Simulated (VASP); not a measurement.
AlB2P3, 6 atoms in the cell. Symmetry: R-3m, No. 166, trigonal system. The conventional cell has a = 4.890 Å, b = 4.890 Å, c = 12.935 Å, α = 90.00°, β = 90.00°, γ = 120.00°. Al (site symmetry -3m) has 6 P at 2.58 Å and 6 B at 2.90 Å within 3.4 Å. Within 2.7 Å of B (site symmetry 3m) lie 3 P at 2.07 Å. Within 2.7 Å of P (site symmetry 2/m) lie 2 B at 2.07 Å and 4 P at 2.45 Å and 2 Al at 2.58 Å. The cell was built from a structure type or drawn by symmetry, and may not be a known phase.

| Property | Result |
| --- | --- |
| Program | VASP 6.6.1 |
| Task | relaxation of cell and atoms |
| Functional | PBE |
| Potentials or basis | VASP PAW PBE potentials, release 64 (Al, B, P) |
| Cutoff | 600 eV |
| k mesh | 12 × 12 × 12 |
| Occupations | gaussian, width 0.1 eV |
| Spin | no spin polarisation |
| Dipole correction | no |
| Further INCAR settings | ALGO = Normal; EDIFF = 1e-06; IBRION = 2; EDIFFG = -0.01; NSW = 100; ISIF = 3 |

Potentials or basis: VASP PAW PBE potentials, release 64 (Al, B, P).

Launch:

```console
$ cat potpaw_PBE.64/Al/POTCAR potpaw_PBE.64/B/POTCAR potpaw_PBE.64/P/POTCAR > POTCAR
$ mpirun -np 1 vasp_std > vasp.out
```

Hardware: 1 thread of Intel(R) Xeon(R) 6975P-C (Granite Rapids), on a shared host.

Estimate the wall time of this run.

Wall time 7.3 min on 1 thread of Intel(R) Xeon(R) 6975P-C (Granite Rapids), on a shared host, peak memory 0.5 GiB. Counts: scf iterations 33, k points 189, ion steps 5.
